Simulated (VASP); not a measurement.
A run of VASP 6.6.1:

The input INCAR:

```
SYSTEM = Te2Pb
PREC = Accurate
ENCUT = 520
EDIFF = 1E-7
ISMEAR = 0
SIGMA = 0.05
LREAL = .FALSE.
LASPH = .TRUE.
NELM = 80
ALGO = Normal
ISIF = 2
LWAVE = .FALSE.
LCHARG = .FALSE.
GGA = PE
NBANDS = 20
```

KPOINTS

```
regular mesh
0
G
  10 10 10
  0 0 0
```

POSCAR

```
Te2Pb
1.0
    2.1541575872      1.2437034628      6.2220536464
   -2.1541575872      1.2437034628      6.2220536464
    0.0000000000     -2.4874069257      6.2220536464
Pb Te
1 2
Direct
    0.0000000000      0.0000000000      0.0000000000
    0.2279122911      0.2279122911      0.2279122911
    0.7720877089      0.7720877089      0.7720877089
```

Potentials or basis: VASP PAW PBE potentials, release 64 (Pb_d, Te).

Launch:

```bash
$ cat potpaw_PBE.64/Pb_d/POTCAR potpaw_PBE.64/Te/POTCAR > POTCAR
$ mpirun -np 1 vasp_std > vasp.out
```

Hardware: 1 thread of AMD EPYC 9R45 96-Core Processor (Zen 5) (shared host).

Question: Estimate the wall time of this run.

Answer: Wall time 3.9 min on 1 thread of AMD EPYC 9R45 96-Core Processor (Zen 5) (shared host), peak memory 0.46 GiB. Counts: scf iterations 13, k points 116.
